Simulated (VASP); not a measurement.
Wanted: the native input for a VASP 6.6.1 run.

| Property | Result |
| --- | --- |
| Task | single point |
| Functional | PBE |
| Potentials or basis | VASP PAW PBE potentials, release 64 (Ta_pv, B, N) |
| Cutoff | 520 eV |
| k mesh | 6 × 6 × 6 |
| Occupations | gaussian, width 0.1 eV |
| Spin | no spin polarisation |
| Dipole correction | no |
| Further INCAR settings | ALGO = Normal; EDIFF = 1e-07; NBANDS = 31 |

The structure of Ta3B2N lies in POSCAR:

```
Ta3B2N
1.0
    2.8017363871      1.6175832573      2.7175612774
   -2.8017363871      1.6175832573      2.7175612774
    0.0000000000     -3.2351665146      2.7175612774
Ta B N
3 2 1
Direct
    0.0000000000      0.5000000000      0.0000000000
    0.5000000000      0.0000000000      0.0000000000
    0.0000000000      0.0000000000      0.5000000000
    0.6036394602      0.6036394602      0.6036394602
    0.3963605398      0.3963605398      0.3963605398
    0.0000000000      0.0000000000      0.0000000000
```

The input as run:

INCAR

```
SYSTEM = Ta3B2N
ALGO     = Normal         ! electronic algorithm
EDIFF    = 1E-7           ! SCF threshold, eV
ENCUT    = 520            ! plane-wave cutoff, eV
GGA      = PE             ! functional
ISIF     = 2              ! what is computed and relaxed
ISMEAR   = 0              ! smearing method
LASPH    = .TRUE.         ! aspherical terms in the spheres
LCHARG   = .TRUE.         ! write CHGCAR
LELF     = .TRUE.         ! ELF
LREAL    = .FALSE.        ! projectors in reciprocal space
LVHAR    = .TRUE.       
LWAVE    = .FALSE.        ! write WAVECAR
NBANDS   = 31             ! bands
NELM     = 80             ! most SCF steps
PREC     = Accurate       ! precision mode
SIGMA    = 0.1            ! smearing width, eV
```

KPOINTS

```
k-points
0
G
  6 6 6
  0 0 0
```

Potentials or basis: VASP PAW PBE potentials, release 64 (Ta_pv, B, N).

Run with:

```sh
$ cat potpaw_PBE.64/Ta_pv/POTCAR potpaw_PBE.64/B/POTCAR potpaw_PBE.64/N/POTCAR > POTCAR
$ mpirun -np 1 vasp_std > vasp.out
```

It gave:

| Quantity | Value |
| --- | --- |
| Pressure | 0.5 GPa |
| Largest force | 0.008 eV/Å |
| Band gap on the k mesh | zero (band 22 reaches 7.16 eV, above the bottom of band 23 at 5.76 eV) |

Caveat: spin-orbit coupling is left out, which moves the levels of the heavy elements.

Run time: 27 s on 1 thread of Intel(R) Xeon(R) 6975P-C (Granite Rapids), on a shared host, peak memory 0.21 GiB.
